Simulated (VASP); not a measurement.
Write the native input for VASP 6.6.1 that does the following.

```
Task                   : single point
Functional             : PBEsol
Potentials or basis    : VASP PAW PBE potentials, release 64 (Co)
Cutoff                 : 520 eV
k mesh                 : 21 × 21 × 12
Occupations            : gaussian, width 0.15 eV
Spin                   : collinear spin, ferromagnetic start
Starting moments       : [1.79, 1.79] μB
Dipole correction      : no
Further INCAR settings : ALGO = Normal; EDIFF = 1e-06; NBANDS = 20
```

The structure of Co lies in POSCAR:

```
Co
1.0
    2.4146000000      0.0000000000      0.0000000000
   -1.2073000000      2.0911049400      0.0000000000
    0.0000000000      0.0000000000      3.8351000000
Co
2
Direct
    0.3333333333      0.6666666667      0.2500000000
    0.6666666667      0.3333333333      0.7500000000
```

These files were run (other wordings do the same):

INCAR

```
SYSTEM = Co
  PREC = Accurate
  ENCUT = 520
  EDIFF = 1E-6
  ISMEAR = 0
  SIGMA = 0.15
  LREAL = .FALSE.
  LASPH = .TRUE.
  NELM = 150
  ALGO = Normal
  ISIF = 2
  LWAVE = .FALSE.
  LCHARG = .TRUE.
  ISPIN = 2
  MAGMOM = 1.79 1.79
  LORBIT = 11
  LMAXMIX = 4
  GGA = PS
  LELF = .TRUE.
  LVHAR = .TRUE.
  NBANDS = 20
```

KPOINTS

```
regular mesh
0
G
  21 21 12
  0 0 0
```

Potentials or basis: VASP PAW PBE potentials, release 64 (Co).

The run is started by

```bash
$ cat potpaw_PBE.64/Co/POTCAR > POTCAR
$ mpirun -np 1 vasp_std > vasp.out
```

Results of the run:

* Pressure: 18.5 GPa
* Net moment: 3.02 μB per cell
* Site moments: Co +1.50 μB
* Valence electrons inside the program's atomic spheres: Co 8.52

Caveat: the stress differs along the axes, from 16 to 23 GPa; the PAW data sets were made with another functional, which shifts forces and pressure a little.

It took 95 s on 1 thread of AMD EPYC 9R45 96-Core Processor (Zen 5), with other jobs on the host, peak memory 0.25 GiB.
